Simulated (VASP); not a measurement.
Crystal: Sb.

```xyz
2
Lattice="3.1836 0.0000 0.0000 0.0000 4.4328 0.0000 -0.0397 0.0000 4.4923" Properties=species:S:1:pos:R:3 pbc="T T T"
Sb    0.0267    1.1082    1.0834
Sb    3.1173    3.3246    3.4089
```

Base run:

```yaml
Program: VASP 6.6.1
Functional: PBEsol
Potentials_or_basis: VASP PAW PBE potentials, release 64 (Sb)
Cutoff: 520 eV
k_mesh: 9 × 6 × 6
Occupations: fermi-dirac, width 0.05 eV
Spin: no spin polarisation
```

Its results: band gap on the k mesh zero (bands 5 and 6 overlap by 7.78 eV); pressure -4.7 GPa; largest force 0.051 eV/Å.

**Question.** The run is repeated on the same cell with these changes: functional from PBEsol to LDA; potentials or basis from VASP PAW PBE potentials, release 64 (Sb) to VASP PAW LDA potentials, release 64 (Sb). What comes out?

**Answer.** Band gap on the k mesh zero (bands 5 and 6 overlap by 7.71 eV); pressure -5.7 GPa; largest force 0.068 eV/Å.

Caveats: the cell stands under tension; spin-orbit coupling is left out, which moves the levels of the heavy elements; the PAW data sets were made with another functional, which shifts forces and pressure a little (at least some runs).
